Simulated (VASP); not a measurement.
# Be (P6/mmm) in VASP: a series of runs, part 2 of 2

VASP 6.6.1.

### 3 Single point, LDA (volume scaled by 1.04)

INCAR

```
SYSTEM = Be
  PREC = Accurate
  ENCUT = 520
  EDIFF = 1E-7
  ISMEAR = -1
  SIGMA = 0.1
  LREAL = .False.
  LASPH = .True.
  NELM = 80
  ALGO = Normal
  ISIF = 2
  LWAVE = .False.
  LCHARG = .False.
  NBANDS = 10
```

KPOINTS

```
regular mesh
0
Gamma
  12 12 16
  0 0 0
```

POSCAR

```
Be
1.0
    3.5653917007      0.0000000000      0.0000000000
   -1.7826958503      3.0877197873      0.0000000000
    0.0000000000      0.0000000000      2.1771866785
Be
3
Direct
    1.0000000000      1.0000000000      1.0000000000
    0.3333333333      0.6666666667      0.5000000000
    0.6666666667      0.3333333333      0.5000000000
```

Potentials or basis: VASP PAW LDA potentials, release 64 (Be).

Command:

```sh
cat potpaw_LDA.64/Be/POTCAR > POTCAR
mpirun -np 1 vasp_std > vasp.out
```

OUTCAR:

```text
SYSTEM = Be
   PREC = Accurate
   ENCUT = 520
   EDIFF = 1E-7
   ISMEAR = -1
   LREAL = .False.
   LASPH = .True.
   NELM = 80
   ISIF = 2

 ion  position               nearest neighbor table
   1  0.000  0.000  0.000-   2 2.33   3 2.33   2 2.33   3 2.33   3 2.33   3 2.33   2 2.33   2 2.33
                             3 2.33   3 2.33   2 2.33   2 2.33
   2  0.333  0.667  0.500-   3 2.06   3 2.06   3 2.06   1 2.33   1 2.33   1 2.33   1 2.33   1 2.33
                             1 2.33
   3  0.667  0.333  0.500-   2 2.06   2 2.06   2 2.06   1 2.33   1 2.33   1 2.33   1 2.33   1 2.33
                             1 2.33

  LATTYP: Found a hexagonal cell.
 ALAT       =     3.5653917007
 C/A-ratio  =     0.6106444568

  Lattice vectors:

 A1 = (   3.5653917007,   0.0000000000,   0.0000000000)
 A2 = (  -1.7826958503,   3.0877197873,   0.0000000000)
 A3 = (   0.0000000000,   0.0000000000,   2.1771866785)

Analysis of symmetry for initial positions (statically):
=====================================================================
 Subroutine PRICEL returns:
 Original cell was already a primitive cell.

 Routine SETGRP: Setting up the symmetry group for a
 hexagonal supercell.

 Subroutine GETGRP returns: Found 24 space group operations
[... 174 lines left out ...]
 k-point     1 :       0.0000    0.0000    0.0000
  band No.  band energies     occupation
      1      -4.4566      2.00000
      2       6.0252      2.00000
      3       6.0252      2.00000
      4       6.2489      1.99997
      5       6.2489      1.99997
      6      12.8426      0.00000
      7      13.0662      0.00000
      8      18.0120      0.00000
      9      26.3158      0.00000
     10      26.3647      0.00000
[... 287 lines left out ...]
 k-point    24 :       0.3333   -0.0000    0.0625
  band No.  band energies     occupation
      1      -3.0980      2.00000
      2       0.6892      2.00000
      3       2.8730      2.00000
      4       8.0385      0.00244
      5      12.8666      0.00000
      6      15.7317      0.00000
      7      17.7390      0.00000
      8      18.7642      0.00000
      9      21.7241      0.00000
     10      21.9103      0.00000

 [... further k-points ...]
[... 5 lines left out ...]
  --------------------------------------------------------------------------------------
  -------------------------------------------------------------------------------------
  Total       -0.7094037     -0.7094037     -0.4463524     -0.0000000      0.0000000     -0.0000000
  in kB      -47.4201860    -47.4201860    -29.8364828     -0.0000000      0.0000000     -0.0000000
  external PRESSURE =     -41.5589516 kB  Pullay stress =       0.0000000 kB

 VOLUME and BASIS-vectors are now :
 -----------------------------------------------------------------------------
  energy-cutoff  :      520.00
  volume of cell :       23.97
      direct lattice vectors                 reciprocal lattice vectors
     3.565391701  0.000000000  0.000000000     0.280474092  0.161931793  0.000000000
    -1.782695850  3.087719787  0.000000000     0.000000000  0.323863585  0.000000000
     0.000000000  0.000000000  2.177186679     0.000000000  0.000000000  0.459308340

 POSITION                                       TOTAL-FORCE (eV/Angst)
 -----------------------------------------------------------------------------------
      0.00000      0.00000      0.00000        -0.000000      0.000000     -0.000000
     -0.00000      2.05848      1.08859         0.000000     -0.000000     -0.000000
      1.78270      1.02924      1.08859        -0.000000      0.000000      0.000000
 -----------------------------------------------------------------------------------
    total drift:                                0.000000     -0.000000     -0.000000

  FREE ENERGIE OF THE ION-ELECTRON SYSTEM (eV)
  ---------------------------------------------------
  free  energy   TOTEN  =       -12.0460148560 eV

  energy  without entropy=      -12.0277123245  energy(sigma->0) =      -12.03686359
```

stdout:

```text
POSCAR found type information on POSCAR Be
 POSCAR found :  1 types and       3 ions
 scaLAPACK will be used
 LDA part: xc-table for (Slater(with rela. corr.)+CA(PZ))
 , standard interpolation
 POSCAR, INCAR and KPOINTS ok, starting setup
 FFT: planning ... GRIDC
 FFT: planning ... GRID_SOFT
 FFT: planning ... GRID
 WAVECAR not read
 entering main loop
```

Wall time 11 s (1 thread of Intel Xeon 6975P-C (Granite Rapids), shared host); peak memory 0.14 GiB.

What came out:

- Free energy: -12.0460 eV
- Pressure: -4.2 GPa
- Band gap on the k mesh: zero (band 3 reaches 11.01 eV, above the bottom of band 4 at 6.25 eV)

### 4 Single point, LDA (volume scaled by 1.08)

INCAR

```
SYSTEM = Be
PREC = Accurate
ENCUT = 520
EDIFF = 1E-7
ISMEAR = -1
SIGMA = 0.1
LREAL = .False.
LASPH = .True.
NELM = 60
ALGO = Normal
ISIF = 2
LWAVE = .False.
LCHARG = .False.
GGA = CA
NBANDS = 10
```

KPOINTS

```
Automatic mesh
0
Gamma
  12 12 16
  0 0 0
```

POSCAR

```
Be
1.0
    3.6105280328      0.0000000000      0.0000000000
   -1.8052640164      3.1268089975      0.0000000000
    0.0000000000      0.0000000000      2.2047489295
Be
3
Direct
    1.0000000000      1.0000000000      1.0000000000
    0.3333333333      0.6666666667      0.5000000000
    0.6666666667      0.3333333333      0.5000000000
```

Command:

```sh
cat potpaw_LDA.64/Be/POTCAR > POTCAR
mpirun -np 1 vasp_std > vasp.out
```

Run time: 10 s. Hardware: 1 thread of Intel Xeon 6975P-C (Granite Rapids), shared host; peak memory 0.14 GiB.

Results (log left out):

| Property | Result |
| --- | --- |
| Free energy | -12.0107 eV |
| Pressure | -8.0 GPa |
| Band gap on the k mesh | zero (band 3 reaches 10.60 eV, above the bottom of band 4 at 5.98 eV) |

Stress tensor (GPa, compression positive):
```
-8.96  0.00  0.00
 0.00 -8.96  0.00
 0.00  0.00 -6.13
```

Levels at points of the mesh, in eV from the Fermi level:
| k point | band 1 | band 2 | band 3 | band 4 | band 5 | band 6 |
| --- | --- | --- | --- | --- | --- | --- |
| (0.00, 0.00, 0.00) | -11.58 | -1.26 | -1.26 | -1.05 | -1.05 | 5.22 |
| (0.50, 0.00, 0.00) | -8.80 | -8.74 | -4.86 | 0.52 | 9.30 | 9.74 |
| (0.00, 0.00, 0.50) | -6.30 | -5.49 | 3.57 | 3.57 | 4.04 | 5.72 |
| (0.50, 0.00, 0.50) | -4.34 | -4.26 | -1.76 | -0.51 | 1.29 | 3.74 |

### 5 Single point, LDA (volume scaled by 1.12)

INCAR

```
SYSTEM = Be
PREC     = Accurate       ! precision mode
ENCUT    = 520            ! plane-wave cutoff, eV
EDIFF    = 1E-6           ! SCF threshold, eV
ISMEAR   = -1             ! smearing method
SIGMA    = 0.1            ! smearing width, eV
LREAL    = .FALSE.        ! projectors in reciprocal space
LASPH    = .TRUE.         ! aspherical terms in the spheres
NELM     = 100            ! most SCF steps
ALGO     = Normal         ! electronic algorithm
ISIF     = 2              ! what is computed and relaxed
LWAVE    = .FALSE.        ! write WAVECAR
LCHARG   = .FALSE.        ! write CHGCAR
GGA      = CA             ! functional
NBANDS   = 10             ! bands
```

KPOINTS

```
regular mesh
0
G
  12 12 16
  0 0 0
```

POSCAR

```
Be
1.0
    3.6545632024      0.0000000000      0.0000000000
   -1.8272816012      3.1649445730      0.0000000000
    0.0000000000      0.0000000000      2.2316387617
Be
3
Direct
    1.0000000000      1.0000000000      1.0000000000
    0.3333333333      0.6666666667      0.5000000000
    0.6666666667      0.3333333333      0.5000000000
```

Command:

```sh
cat potpaw_LDA.64/Be/POTCAR > POTCAR
mpirun -np 1 vasp_std > vasp.out
```

Wall time 11 s (1 thread of Intel Xeon 6975P-C (Granite Rapids), shared host); peak memory 0.14 GiB.

It converged, with:

* Free energy: -11.9550 eV
* Pressure: -11.3 GPa
* Band gap on the k mesh: zero (band 3 reaches 10.21 eV, above the bottom of band 4 at 5.73 eV)

Stress tensor (GPa, compression positive):
```
-12.53   0.00   0.00
  0.00 -12.53   0.00
  0.00   0.00  -8.78
```

Levels at points of the mesh, in eV from the Fermi level:
| k point | band 1 | band 2 | band 3 | band 4 | band 5 | band 6 |
| --- | --- | --- | --- | --- | --- | --- |
| (0.00, 0.00, 0.00) | -11.35 | -1.19 | -1.19 | -0.98 | -0.98 | 4.99 |
| (0.50, 0.00, 0.00) | -8.61 | -8.54 | -4.70 | 0.44 | 9.09 | 9.54 |
| (0.00, 0.00, 0.50) | -6.12 | -5.37 | 3.50 | 3.50 | 3.96 | 5.61 |
| (0.50, 0.00, 0.50) | -4.21 | -4.10 | -1.69 | -0.55 | 1.29 | 3.69 |

### 6 Overview

| cell | gap on the mesh (eV) | pressure (GPa) |
| --- | --- | --- |
| a = 3.519, b = 3.519, c = 2.149 Å, angles 90.0, 90.0, 120.0°, 3 atoms | none | 0.4 |
| a = 3.565, b = 3.565, c = 2.177 Å, angles 90.0, 90.0, 120.0°, 3 atoms | none | -4.2 |
| a = 3.611, b = 3.611, c = 2.205 Å, angles 90.0, 90.0, 120.0°, 3 atoms | none | -8.0 |
| a = 3.655, b = 3.655, c = 2.232 Å, angles 90.0, 90.0, 120.0°, 3 atoms | none | -11.3 |

Alike in all rows: task single point; level LDA; potentials or basis VASP PAW LDA potentials, release 64 (Be); no spin polarisation; k mesh 12 × 12 × 16; cutoff (eV) 520; smearing fermi-dirac 0.1 eV.

Total energies depend on the potentials used, so only differences within one code and one set of settings carry meaning.
